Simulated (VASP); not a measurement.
# Rb (Pnma) in VASP: a series of runs

Runs on Rb. Level: PBE. Tasks: single point, relaxation of cell and atoms.

Program: VASP 6.6.1. These are calculated values, not measurements. Logs are shortened: lines on timing, memory, paths and dates and some standing lists are left out, and cuts for length are marked.

## 1. The cell of the first run

The structure is orthorhombic, space group Pnma (No. 62). Conventional cell: a = 5.740 Å, b = 4.640 Å, c = 12.380 Å, α = 90.00°, β = 90.00°, γ = 90.00°. Rb (site symmetry m) has 6 Rb at 3.56 to 4.64 Å within 4.7 Å.

## 2. Single point, PBE

Input file INCAR:

```
SYSTEM = Rb
PREC = Accurate ; ENCUT = 520
EDIFF = 1E-7 ; ISMEAR = 0
SIGMA = 0.1 ; LREAL = .False.
LASPH = .True. ; NELM = 60
ALGO = Fast ; ISIF = 2
LWAVE = .False. ; LCHARG = .False.
GGA = PE ; NBANDS = 26
```

Input file KPOINTS:

```
regular mesh
0
Gamma
  4 4 2
  0 0 0
```

Input file POSCAR:

```
Rb
1.0
    5.7400000000      0.0000000000      0.0000000000
    0.0000000000      4.6400000000      0.0000000000
    0.0000000000      0.0000000000     12.3800000000
Rb
4
Direct
    0.0470000000      0.2500000000      0.8930000000
    0.4530000000      0.7500000000      0.3930000000
    0.5470000000      0.2500000000      0.6070000000
    0.9530000000      0.7500000000      0.1070000000
```

Potentials or basis: VASP PAW PBE potentials, release 64 (Rb_sv).

The run is started by

```sh
> cat potpaw_PBE.64/Rb_sv/POTCAR > POTCAR
> mpirun -np 1 vasp_std > vasp.out
```

OUTCAR:

```text
SYSTEM = Rb
   PREC = Accurate
   ENCUT = 520
   EDIFF = 1E-7
   ISMEAR = 0
   LREAL = .False.
   LASPH = .True.
   NELM = 60
   ISIF = 2
   GGA = PE

 ion  position               nearest neighbor table
   1  0.047  0.250  0.893-   4 3.56   4 3.56   3 4.56   3 4.56
   2  0.453  0.750  0.393-   3 3.56   3 3.56   4 4.56   4 4.56
   3  0.547  0.250  0.607-   2 3.56   2 3.56   1 4.56   1 4.56
   4  0.953  0.750  0.107-   1 3.56   1 3.56   2 4.56   2 4.56

  LATTYP: Found a simple orthorhombic cell.
 ALAT       =     4.6400000000
 B/A-ratio  =     1.2370689655
 C/A-ratio  =     2.6681034483

  Lattice vectors:

 A1 = (   0.0000000000,  -4.6400000000,   0.0000000000)
 A2 = (   5.7400000000,   0.0000000000,   0.0000000000)
 A3 = (   0.0000000000,   0.0000000000,  12.3800000000)

Analysis of symmetry for initial positions (statically):
=====================================================================
 Subroutine PRICEL returns:
 Original cell was already a primitive cell.

 Routine SETGRP: Setting up the symmetry group for a
 simple orthorhombic supercell.

 Subroutine GETGRP returns: Found  8 space group operations
 (whereof  2 operations were pure point group operations)
 out of a pool of  8 trial point group operations.

The static configuration has the point symmetry S_2 .
 The point group associated with its full space group is D_2h.

Analysis of symmetry for dynamics (positions and initial velocities):
=====================================================================
 Subroutine PRICEL returns:
 Original cell was already a primitive cell.

 Routine SETGRP: Setting up the symmetry group for a
 simple orthorhombic supercell.

 Subroutine GETGRP returns: Found  8 space group operations
 (whereof  2 operations were pure point group operations)
 out of a pool of  8 trial point group operations.

The dynamic configuration has the point symmetry S_2 .
 The point group associated with its full space group is D_2h.

 Subroutine INISYM returns: Found  8 space group operations
 (whereof  2 operations are pure point group operations),
 and found     1 'primitive' translations

----------------------------------------------------------------------------------------

                                     Primitive cell

  volume of cell :     329.7240

  direct lattice vectors                    reciprocal lattice vectors
[... 84 lines left out ...]
   EDIFF  = 0.1E-06   stopping-criterion for ELM
   LREAL  =      F    real-space projection
   EDIFFG = 0.1E-05   stopping-criterion for IOM
   NSW    =      0    number of steps for IOM
   IBRION =     -1    ionic relax: 0-MD 1-quasi-New 2-CG
   NFREE  =      0    steps in history (QN), initial steepest desc. (CG)
   ISIF   =      2    stress and relaxation
   ISYM   =      2    0-nonsym 1-usesym 2-fastsym
   POTIM  = 0.5000    time-step for ionic-motion
   TEBEG  =    0.0;   TEEND  =   0.0 temperature during run
   PSTRESS=    0.0 pullay stress
   NELECT =      36.0000    total number of electrons
   NUPDOWN=      -1.0000    fix difference up-down
   EMIN   =  10.00;   EMAX   =-10.00  energy-range for DOS
   EFERMI =   0.00;   METHOD = LEGACY
   ISMEAR =     0;   SIGMA  =   0.10  broadening in eV -4-tet -1-fermi 0-gaus
   EFERMI_NEDOS =   21; number of points for ismear=-14 and -15
   IALGO  =     68    algorithm
   IMIX   =      4    mixing-type and parameters
     AMIX     =   0.40;   BMIX     =  1.00
     AMIX_MAG =   1.60;   BMIX_MAG =  1.00
  volume/ion in A,a.u.               =      82.43       556.27
  Fermi-wavevector in a.u.,A,eV,Ry     =   0.782454  1.478624  8.329953  0.612234
  Thomas-Fermi vector in A             =   1.886181
   LORBIT       =      0    0 simple, 1 ext, 2 COOP (PROOUT), +10 PAW based schemes
   GGA     = PE    functional components
   LHFCALC =     F    Hartree Fock is set to
   AEXX    =    0.0000 exact exchange contribution
   IVDW    =     0    specifies the selected vdW correction
   LEPSILON=     F    determine dielectric tensor
   LRPA    =     F    only Hartree local field effects (RPA)
 non-spin polarized calculation
 RMM-DIIS sequential band-by-band and
 Gauss-broadening in eV      SIGMA  =   0.10
  energy-cutoff  :      520.00
  volume of cell :      329.72
 maximum number of plane-waves:      8903
 NGX is ok and might be reduce to    48
   NGX = 21   NGY = 17   NGZ = 47

 number of electron      36.0000000 magnetization

 Free energy of the ion-electron system (eV)
  ---------------------------------------------------
  ext. energy  EPLUGINS =         0.00000000
  ---------------------------------------------------
  free energy    TOTEN  =        -2.34367824 eV

  energy without entropy =       -2.32992358  energy(sigma->0) =       -2.33680091

 E-fermi :   0.3145     XC(G=0):  -5.6762

 val. band max:        0.2817700750   @ k =   0.0000   0.5000   0.5000
 cond. band min:       0.3289544040   @ k =   0.5000   0.2500   0.5000
 fundamental gap:      0.0471843290
 Fermi energy:         0.3144917450

 k-point     1 :       0.0000    0.0000    0.0000
  band No.  band energies     occupation
      1     -29.0658      2.00000
      2     -29.0610      2.00000
      3     -28.9685      2.00000
      4     -28.9635      2.00000
      5     -13.4602      2.00000
      6     -13.3996      2.00000
[... 511 lines left out ...]
     25       2.6883      0.00000
     26       2.7029      0.00000

------------------------ aborting loop because EDIFF is reached ----------------------------------------

  FORCE on cell =-STRESS in cart. coord.  units (eV):
  Direction    XX          YY          ZZ          XY          YZ          ZX
  --------------------------------------------------------------------------------------
  -------------------------------------------------------------------------------------
  Total       -0.8127629      3.6340687      4.3803895      0.0000000      0.0000000      0.0000000
  in kB       -3.9493346     17.6584751     21.2849577      0.0000000      0.0000000      0.0000000
  external PRESSURE =      11.6646994 kB  Pullay stress =       0.0000000 kB

 VOLUME and BASIS-vectors are now :
 -----------------------------------------------------------------------------
  energy-cutoff  :      520.00
  volume of cell :      329.72
      direct lattice vectors                 reciprocal lattice vectors
     5.740000000  0.000000000  0.000000000     0.174216028  0.000000000  0.000000000
     0.000000000  4.640000000  0.000000000     0.000000000  0.215517241  0.000000000
     0.000000000  0.000000000 12.380000000     0.000000000  0.000000000  0.080775444

 POSITION                                       TOTAL-FORCE (eV/Angst)
 -----------------------------------------------------------------------------------
      0.26978      1.16000     11.05534         0.201263      0.000000     -0.744776
      2.60022      3.48000      4.86534        -0.201263     -0.000000     -0.744776
      3.13978      1.16000      7.51466         0.201263      0.000000      0.744776
      5.47022      3.48000      1.32466        -0.201263     -0.000000      0.744776
 -----------------------------------------------------------------------------------
    total drift:                                0.000000      0.000000      0.000000

  FREE ENERGIE OF THE ION-ELECTRON SYSTEM (eV)
  ---------------------------------------------------
  free  energy   TOTEN  =        -2.3436782365 eV

  energy  without entropy=       -2.3299235834  energy(sigma->0) =       -2.33680091
```

OSZICAR:

```text
N       E                     dE             d eps       ncg     rms          rms(c)
DAV:   1     0.268998185456E+03    0.26900E+03   -0.13933E+04   936   0.107E+03
DAV:   2     0.277978246099E+02   -0.24120E+03   -0.23666E+03  1282   0.236E+02
DAV:   3    -0.137530717521E+01   -0.29173E+02   -0.28922E+02  1472   0.727E+01
[... 13 lines left out ...]
RMM:  17    -0.234367760164E+01   -0.40897E-06   -0.37796E-06  1409   0.485E-03    0.364E-04
RMM:  18    -0.234367787607E+01   -0.27443E-06   -0.25858E-06  1272   0.357E-03    0.211E-04
RMM:  19    -0.234367805197E+01   -0.17590E-06   -0.16396E-06  1101   0.268E-03    0.147E-04
RMM:  20    -0.234367816559E+01   -0.11362E-06   -0.11625E-06   907   0.204E-03    0.126E-04
RMM:  21    -0.234367823647E+01   -0.70875E-07   -0.72942E-07   785   0.158E-03
   1 F= -.23436782E+01 E0= -.23368009E+01  d E =-.137547E-01
```

stdout:

```text
POSCAR found type information on POSCAR Rb
 POSCAR found :  1 types and       4 ions
 scaLAPACK will be used
[... 15 lines left out ...]
 num prob  num prob  num prob  num prob  num prob  num prob  num prob  num prob  num prob  num prob  num prob  num prob  num prob  num prob  num prob  num prob  num prob  num prob  num prob RMM:  19    -0.234367805197E+01   -0.17590E-06   -0.16396E-06  1101   0.268E-03    0.147E-04
 num prob  num prob  num prob  num prob  num prob  num prob  num prob  num prob  num prob  num prob  num prob  num prob  num prob  num prob  num prob  num prob  num prob  num prob  num prob  num prob RMM:  20    -0.234367816559E+01   -0.11362E-06   -0.11625E-06   907   0.204E-03    0.126E-04
 num prob  num prob  num prob  num prob  num prob  num prob  num prob  num prob  num prob  num prob  num prob  num prob  num prob  num prob  num prob  num prob  num prob  num prob  num prob  num prob WARNING in EDDRMM: call to ZHEGV failed, returncode =   8  4     25
```

Wall time 7.5 min (1 thread of Oxide Virtual Turin-like, shared host); peak memory 0.41 GiB.

Results:

```
Free energy            : -2.3437 eV
Pressure               : 1.2 GPa
Largest force          : 0.771 eV/Å
Band gap on the k mesh : zero (bands 18 and 19 overlap by 1.51 eV)
```

Forces on the atoms (eV/Å):
```
Rb   0.201  0.000 -0.745
Rb  -0.201  0.000 -0.745
Rb   0.201  0.000  0.745
Rb  -0.201  0.000  0.745
```

## 3. Relaxation of cell and atoms, PBE

Input file INCAR:

```
SYSTEM = Rb
PREC = Accurate ; ENCUT = 600
EDIFF = 1E-6 ; ISMEAR = 0
SIGMA = 0.1 ; LREAL = .FALSE.
LASPH = .TRUE. ; NELM = 100
ALGO = Fast ; ISIF = 3
LWAVE = .FALSE. ; LCHARG = .FALSE.
GGA = PE ; IBRION = 2
NSW = 90 ; EDIFFG = -0.04
```

Input file KPOINTS:

```
regular mesh
0
G
  4 4 2
  0 0 0
```

POSCAR is that of step 2.

Potentials or basis: VASP PAW PBE potentials, release 64 (Rb_sv).

The run is started by

```sh
> cat potpaw_PBE.64/Rb_sv/POTCAR > POTCAR
> mpirun -np 1 vasp_std > vasp.out
```

It took 72 min on 1 thread of Oxide Virtual Turin-like, shared host; peak memory 0.52 GiB.

Results (log left out):

| Property | Result |
| --- | --- |
| Free energy | -3.5446 eV |
| Relaxed volume | 95.39 Å³/atom |
| Relaxed cell | a = 4.672 Å, b = 4.666 Å, c = 17.504 Å, α = 90.00°, β = 90.00°, γ = 90.00° |
| Space group after relaxing (to 0.1 Å) | Pnma (No. 62) |
| Energy gained by relaxing | 300.2 meV/atom |
| Ionic steps | 14 |
| Pressure after relaxing | 0.0 GPa |
| Largest force after relaxing | 0.018 eV/Å |
| Band gap on the k mesh | zero (bands 18 and 19 overlap by 2.34 eV) |

Forces in eV/Å, atoms in the order of the input:
```
Rb   0.014  0.000 -0.010
Rb  -0.014  0.000 -0.010
Rb   0.014  0.000  0.010
Rb  -0.014  0.000  0.010
```

Step by step:
| step | energy change (eV) | largest force (eV/Å) | pressure (GPa) | volume (Å³) |
| --- | --- | --- | --- | --- |
| 1 | 0.0000 | 0.7710 | 1.17 | 329.72 |
| 2 | -0.4236 | 0.5323 | 0.69 | 358.85 |
| 3 | -0.8415 | 0.1952 | 0.05 | 422.79 |
| 4 | -0.8889 | 0.1186 | -0.08 | 447.69 |
| 5 | -0.9018 | 0.0742 | -0.17 | 467.48 |
| 6 | -0.9386 | 0.0647 | -0.15 | 455.56 |
| 7 | -1.0418 | 0.0374 | -0.10 | 419.64 |
| 8 | -1.1065 | 0.0361 | 0.31 | 347.61 |
| 9 | -1.1314 | 0.0209 | 0.09 | 375.14 |
| 10 | -1.1740 | 0.0154 | 0.08 | 371.23 |
| 11 | -1.1866 | 0.0132 | 0.10 | 366.37 |
| 12 | -1.1874 | 0.0127 | 0.10 | 367.45 |
| 13 | -1.1982 | 0.0152 | 0.04 | 375.15 |
| 14 | -1.2009 | 0.0178 | 0.00 | 381.58 |

Final structure:
```cif
data_structure
_symmetry_space_group_name_H-M 'P 1'
_symmetry_Int_Tables_number 1
_cell_length_a 4.6724
_cell_length_b 4.6657
_cell_length_c 17.5035
_cell_angle_alpha 90.000
_cell_angle_beta 90.000
_cell_angle_gamma 90.000
_cell_volume 381.58
loop_
_atom_site_label
_atom_site_type_symbol
_atom_site_fract_x
_atom_site_fract_y
_atom_site_fract_z
_atom_site_occupancy
Rb1 Rb 0.06229 0.25000 0.87630 1
Rb2 Rb 0.43771 0.75000 0.37630 1
Rb3 Rb 0.56229 0.25000 0.62370 1
Rb4 Rb 0.93771 0.75000 0.12370 1
```

Levels at points of the mesh, in eV from the Fermi level:
```
           k point  band 15  band 16  band 17  band 18  band 19  band 20  band 21  band 22
(0.00, 0.00, 0.00)   -13.12   -13.12    -2.01    -1.43    -1.40    -0.11     0.37     1.82
(0.50, 0.00, 0.00)   -13.12   -13.12    -0.16    -0.16     0.29     0.29     0.46     0.46
(0.00, 0.50, 0.00)   -13.12   -13.12    -0.16    -0.16     0.34     0.34     0.41     0.41
(0.50, 0.50, 0.00)   -13.15   -13.15     0.94     0.94     0.94     0.94     1.65     1.65
(0.00, 0.00, 0.50)   -13.13   -13.13    -1.86    -1.86    -0.75    -0.75     1.07     1.07
(0.50, 0.00, 0.50)   -13.12   -13.12    -0.15    -0.15     0.18     0.18     0.66     0.66
(0.00, 0.50, 0.50)   -13.12   -13.12    -0.15    -0.15     0.20     0.20     0.64     0.64
(0.50, 0.50, 0.50)   -13.15   -13.15     0.94     0.94     0.94     0.94     1.65     1.65
```

Caveat: the volume moved by over 15 % at a fixed basis, so the end points are rough.

The gap in the log of VASP goes by the Fermi energy; the results here count the filled bands.